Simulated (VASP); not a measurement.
## CdTe: single point with BLYP

CdTe:

```
CELL_PARAMETERS angstrom
0.00000 3.13957 3.13957
3.13957 0.00000 3.13957
3.13957 3.13957 0.00000
ATOMIC_POSITIONS crystal
Te 0.75000 0.75000 0.75000
Cd 0.00000 0.00000 0.00000
```

```
Program             : VASP 6.6.1
Task                : single point
Functional          : BLYP
Potentials or basis : VASP PAW PBE potentials, release 64 (Te, Cd)
Cutoff              : 520 eV
k mesh              : 7 × 7 × 7
Occupations         : fermi-dirac, width 0.05 eV
Spin                : no spin polarisation
```

```yaml
Pressure: 11.5 GPa
Band_gap_on_the_k_mesh: 1.03 eV
```

Levels at points of the mesh, in eV from the valence-band top:
| k point | band 5 | band 6 | band 7 | band 8 | band 9 | band 10 | band 11 | band 12 | band 13 | band 14 |
| --- | --- | --- | --- | --- | --- | --- | --- | --- | --- | --- |
| (0.00, 0.00, 0.00) | -8.40 | -8.40 | 0.00 | 0.00 | 0.00 | 1.03 | 4.55 | 4.55 | 4.55 | 7.72 |

Run time: 81 s on 1 thread of AMD EPYC 7R43 64-Core Processor (Zen 3), on a shared host, peak memory 0.18 GiB.

Caveat: the cell stands under pressure; the PAW data sets were made with another functional, which shifts forces and pressure a little; spin-orbit coupling is left out, which moves the levels of the heavy elements. A hybrid or GW would open this gap; BLYP tends to underestimate it.
